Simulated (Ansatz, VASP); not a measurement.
## ScTeI4: VASP beside Ansatz

The input INCAR:

```
  PREC = Accurate
  ENCUT = 600
  EDIFF = 1E-6
  ISMEAR = 0
  SIGMA = 0.1
  LREAL = F
  LASPH = T
  NELM = 80
  ALGO = Normal
  ISIF = 3
  LWAVE = F
  LCHARG = F
  GGA = PE
  IBRION = 2
  NSW = 90
  EDIFFG = -0.04
```

KPOINTS

```
regular mesh
0
Gamma
  4 4 4
```

File POSCAR:

```
ScTeI4
1.0
    4.6540558300     -4.8601646500      0.0000000000
    4.6540558300      4.8601646500      0.0000000000
    0.0000000000      0.0000000000      4.6407357400
Sc Te I
1 1 4
Direct
    0.5000000000      0.5000000000      0.5000000000
    0.0000000000      0.0000000000      0.0000000000
    0.6964043400      0.3035956600      0.0000000000
    0.3035956600      0.6964043400      0.0000000000
    0.2088868900      0.2088868900      0.5000000000
    0.7911131100      0.7911131100      0.5000000000
```

Input for Ansatz:

```yaml
crystal:
  lattice:
    - [4.65405583, -4.86016465, 0.0]
    - [4.65405583, 4.86016465, 0.0]
    - [0.0, 0.0, 4.64073574]
  atoms:
    - { symbol: Sc, position: [0.5, 0.5, 0.5] }
    - { symbol: Te, position: [0.0, 0.0, 0.0] }
    - { symbol: I, position: [0.69640434, 0.30359566, 0.0] }
    - { symbol: I, position: [0.30359566, 0.69640434, 0.0] }
    - { symbol: I, position: [0.20888689, 0.20888689, 0.5] }
    - { symbol: I, position: [0.79111311, 0.79111311, 0.5] }
basis:
  ecutwfc: 420
kpoints:
  mp_grid: { grid: [4, 4, 4] }
hamiltonian:
  xc: pbe
scf:
  occupations: { method: gaussian, width: 0.1 }
  lower_state_search: "off"
output:
  forces: true
  stress: true
  eigenvalues: true
relax:
  adjacent_minimum: "off"
  f_tol: 0.04
  max_steps: 70
  cell: { stress_tol: 0.4 }
```

Change from the starting cell: species swapped into the LiMnF4 type (Cmmm, No. 65).

Alike in both runs: task relaxation of cell and atoms; functional PBE; k mesh 4 × 4 × 4; occupations gaussian, width 0.1 eV; no spin polarisation.

|  | VASP | Ansatz |
| --- | --- | --- |
| version | VASP 6.6.1 | Ansatz 0.2.0 |
| potentials or method | VASP PAW PBE potentials, release 64 (Sc_sv, Te, I), cutoff 600 eV | scalar-relativistic, plane waves, PAW |
| valence electrons in the cell | 45 | 95 |

```tsv
	VASP	Ansatz	Ansatz less VASP
gap on the k mesh at the Fermi level, each at its own relaxed structure (eV)	none	none	-
relaxed volume (Å³/atom)	47.31	44.10	-3.202
relaxed length of the cell vector where the two differ most in proportion (Å)	4.101	4.531	+0.4303
```

A gap of «none» marks a metal or a gap that the smearing closes. One of these differences is far larger than is usual between the two programs; its cause wasn't traced. VASP's potentials hold 45 valence electrons a cell and Ansatz's 95, so a difference there can come from the potentials and not from the codes.

Spin-orbit coupling is off throughout. Noted on VASP's run: the volume moved by over 15 % at a fixed basis, so the end points are rough.
